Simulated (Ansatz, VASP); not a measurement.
Two plane-wave programs on SnSe2

```
Sn Se
1.0
     3.87349    0.00000    0.00000
    -1.93674    3.35454    0.00000
     0.00000    0.00000    6.23661
Sn Se
1 2
Direct
  0.00000 0.00000 0.00000
  0.33333 0.66667 0.24900
  0.66667 0.33333 0.75100
```

Alike in both runs: task single point; functional PBEsol; k mesh 6 × 6 × 4; no spin polarisation.

```csv
,VASP,Ansatz
version,VASP 6.6.1,Ansatz 0.2.0
potentials or method,"VASP PAW PBE potentials, release 64 (Sn_d, Se), cutoff 500 eV","plane waves, PAW"
occupations,"gaussian, width 0.01 eV",fixed
valence electrons in the cell,26,46
```

|  | VASP | Ansatz | Ansatz less VASP |
| --- | --- | --- | --- |
| pressure (GPa) | -0.7 | -0.8 | -0.11 |
| traceless stress, the component that is largest in VASP (GPa) | 1.21 | 1.20 | -0.003 |

VASP's potentials were made for PBE, not for PBEsol. VASP's potentials hold 26 valence electrons a cell and Ansatz's 46, so a difference there can come from the potentials and not from the codes.
